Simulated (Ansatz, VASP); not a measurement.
Two plane-wave programs on ZnS

Contents of POSCAR:

```
ZnS
1.0
    0.0000000000      2.6235105000      2.7046500000
    2.7857895000      0.0000000000      2.7046500000
    2.7857895000      2.6235105000      0.0000000000
Zn S
1 1
Direct
    0.0000000000      0.0000000000      0.0000000000
    0.7500000000      0.7500000000      0.7500000000
```

File INCAR.step1:

```
ALGO = Normal
EDIFF = 1E-4
ENCUT = 520
GGA = PE
ISMEAR = 0
LASPH = True
LCHARG = False
LREAL = False
LWAVE = True
NBANDS = 16
NELM = 80
PREC = Accurate
SIGMA = 0.05
```

File INCAR.step2:

```
ALGO = Normal
EDIFF = 1E-6
ENCUT = 520
ISIF = 2
ISMEAR = 0
ISTART = 1
LASPH = True
LCHARG = False
LMIXTAU = True
LREAL = False
LWAVE = False
METAGGA = R2SCAN
NBANDS = 16
NELM = 80
PREC = Accurate
SIGMA = 0.05
```

The input KPOINTS:

```
k-points
0
Gamma
  8 8 8
```

Input for Ansatz:

```yaml
crystal:
  lattice:
    - [0.0, 2.6235105, 2.70465]
    - [2.7857895, 0.0, 2.70465]
    - [2.7857895, 2.6235105, 0.0]
  atoms:
    - { symbol: Zn, position: [0.0, 0.0, 0.0] }
    - { symbol: S, position: [0.75, 0.75, 0.75] }
basis:
  ecutwfc: 500
kpoints:
  mp_grid: { grid: [8, 8, 8] }
hamiltonian:
  xc: r2scan
scf:
  occupations: { method: gaussian, width: 0.05 }
output:
  forces: true
  stress: true
  eigenvalues: true
```

Change from the starting cell: strain +0.0300 x Voigt [1, -1, 0, 0, 0, 0], atoms carried along.

Alike in both runs: task single point; functional r2SCAN; k mesh 8 × 8 × 8; occupations gaussian, width 0.05 eV; no spin polarisation.

```csv
,VASP,Ansatz
version,VASP 6.6.1,Ansatz 0.2.0
potentials or method,"VASP PAW PBE potentials, release 64 (Zn, S), cutoff 520 eV","scalar-relativistic, plane waves, PAW"
valence electrons in the cell,18,18
```

Ansatz gave:

| Quantity | Value |
| --- | --- |
| gap on the k mesh at the Fermi level (eV) | 2.55 |
| least direct gap on the mesh (eV) | 2.55 |
| pressure (GPa) | -0.9 |
| traceless stress, the component that is largest in VASP (GPa) | -1.38 |

Question: Which values does VASP return?

Answer: gap on the k mesh at the Fermi level (eV): 2.56; least direct gap on the mesh (eV): 2.56; pressure (GPa): -0.8; traceless stress, the component that is largest in VASP (GPa): -1.41.

VASP's potentials were made for PBE, not for r2SCAN.
